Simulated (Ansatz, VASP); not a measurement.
AsAu: VASP beside Ansatz

The input INCAR:

```
  PREC = Accurate
  ENCUT = 520
  EDIFF = 1E-7
  ISMEAR = 0
  SIGMA = 0.05
  LREAL = False
  LASPH = True
  NELM = 100
  ALGO = Normal
  ISIF = 2
  LWAVE = False
  LCHARG = False
  GGA = PS
  NBANDS = 15
```

KPOINTS

```
regular mesh
0
Gamma
  10 10 10
```

POSCAR

```
AsAu
1.0
    0.0000000000      2.8491897912      2.8491897912
    2.8491897912      0.0000000000      2.8491897912
    2.8491897912      2.8491897912      0.0000000000
Au As
1 1
Direct
    0.0000000000      0.0000000000      0.0000000000
    0.2500000000      0.2500000000      0.2500000000
```

Input for Ansatz:

```yaml
crystal:
  lattice:
    - [0.0, 2.8491897912, 2.8491897912]
    - [2.8491897912, 0.0, 2.8491897912]
    - [2.8491897912, 2.8491897912, 0.0]
  atoms:
    - { symbol: Au, position: [0.0, 0.0, 0.0] }
    - { symbol: As, position: [0.25, 0.25, 0.25] }
basis:
  ecutwfc: 420
  ecutrho_ratio: 4
kpoints:
  mp_grid: { grid: [10, 10, 10] }
hamiltonian:
  xc: pbesol
scf:
  occupations: { method: gaussian, width: 0.05 }
output:
  forces: true
  stress: true
  eigenvalues: true
```

Alike in both runs: task single point; functional PBEsol; k mesh 10 × 10 × 10; occupations gaussian, width 0.05 eV; no spin polarisation.

```csv
,VASP,Ansatz
version,VASP 6.6.1,Ansatz 0.2.0
potentials or method,"VASP PAW PBE potentials, release 64 (Au, As), cutoff 520 eV","scalar-relativistic, plane waves, PAW"
valence electrons in the cell,16,34
```

Ansatz gave:

- gap on the k mesh at the Fermi level (eV): none
- pressure (GPa): 1.8

Task: Estimate VASP's values.

Result: gap on the k mesh at the Fermi level (eV): none; pressure (GPa): 1.9.

VASP's potentials were made for PBE, not for PBEsol. A gap of «none» marks a metal or a gap that the smearing closes. VASP's potentials hold 16 valence electrons a cell and Ansatz's 34, so a difference there can come from the potentials and not from the codes.

Neither program's run includes spin-orbit coupling.
